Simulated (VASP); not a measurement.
Write the native input for VASP 6.6.1 that does the following.

```
Task                   : electric field gradients
Functional             : LDA
Potentials or basis    : VASP PAW LDA potentials, release 64 (Pb_d)
Cutoff                 : 520 eV
k mesh                 : 8 × 8 × 8
Occupations            : fermi-dirac, width 0.05 eV
Spin                   : no spin polarisation
Dipole correction      : no
Further INCAR settings : ALGO = Normal; EDIFF = 1e-08; NBANDS = 21
```

The structure of Pb lies in POSCAR:

```
Pb
1.0
    0.0000000000      3.5077800566      3.4390000555
    3.5077800566      0.0000000000      3.4390000555
    3.5077800566      3.5077800566      0.0000000000
Pb
2
Direct
    0.0000000000      0.0000000000      0.0000000000
    0.2500000000      0.2500000000      0.2500000000
```

This cell differs from its parent crystal: equal xx and yy strain of +2 %.

These files were run (other wordings do the same):

INCAR

```
PREC = Accurate
ENCUT = 520
EDIFF = 1E-8
ISMEAR = -1
SIGMA = 0.05
LREAL = False
LASPH = True
NELM = 60
ALGO = Normal
ISIF = 2
LWAVE = False
LCHARG = False
GGA = CA
LEFG = True
NBANDS = 21
```

KPOINTS

```
regular mesh
0
Gamma
  8 8 8
```

Potentials or basis: VASP PAW LDA potentials, release 64 (Pb_d).

Launch:

```bash
$ cat potpaw_LDA.64/Pb_d/POTCAR > POTCAR
$ mpirun -np 1 vasp_std > vasp.out
```

It gave:

| Quantity | Value |
| --- | --- |
| Pressure | -1.8 GPa |
| Band gap on the k mesh | zero (bands 14 and 15 overlap by 0.99 eV) |
| Largest electric field gradient by atom | Pb +15.3 V/Å² |

Caveat: the cell differs from its parent crystal (equal xx and yy strain of +2 %); without QUAD_EFG the Cq values of the log hold for a quadrupole moment of 1 mb, not for the nuclei; spin-orbit coupling is left out, which moves the levels of the heavy elements.

It took 61 s on 1 thread of AMD EPYC 9R45 96-Core Processor (Zen 5) (shared host), peak memory 0.21 GiB.
